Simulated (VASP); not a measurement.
Runs of VASP 6.6.1 on Nb. The structure is that of space group Fm-3m (No. 225), or close to it. The cells are those of the table. This isn't the form of Nb at room conditions, which is bcc.

```csv
task,cell,gap on the mesh (eV),pressure (GPa)
single point,"a = 2.847 Å, angles 60.0°, 1 atom",none,(a)
single point,"a = 2.935 Å, angles 60.0°, 1 atom",none,9.6
relaxation of cell and atoms,"relaxed to 20 GPa from a = 2.963 Å, angles 60.0°, 1 atom",none,20.0
relaxation of cell and atoms,"relaxed to 10 GPa from a = 2.963 Å, angles 60.0°, 1 atom",none,10.0
single point,"a = 2.989 Å, angles 60.0°, 1 atom",none,-0.4
relaxation of cell and atoms,"relaxed from a = 2.963 Å, angles 60.0°, 1 atom",none,-0.1
single point,"a = 2.888 Å, angles 60.0°, 1 atom",none,19.6
relaxation of cell and atoms,"relaxed to 30 GPa from a = 2.963 Å, angles 60.0°, 1 atom",none,30.0
```

Alike in all rows: level PBE; potentials or basis VASP PAW PBE potentials, release 64 (Nb_sv); no spin polarisation; k mesh 9 × 9 × 9; cutoff (eV) 500; smearing fermi-dirac 0.05 eV.

Fill in the values left out.

(a) 29.6.

Caveats: the cell stands under pressure (at least some runs); the cell is relaxed towards a set pressure, so the run minimises the enthalpy, not the energy (at least some runs).

A k mesh can miss the band edges, and the runs leave out spin-orbit coupling on Nb.

A gap of «none» marks levels without a gap at the run's occupations.
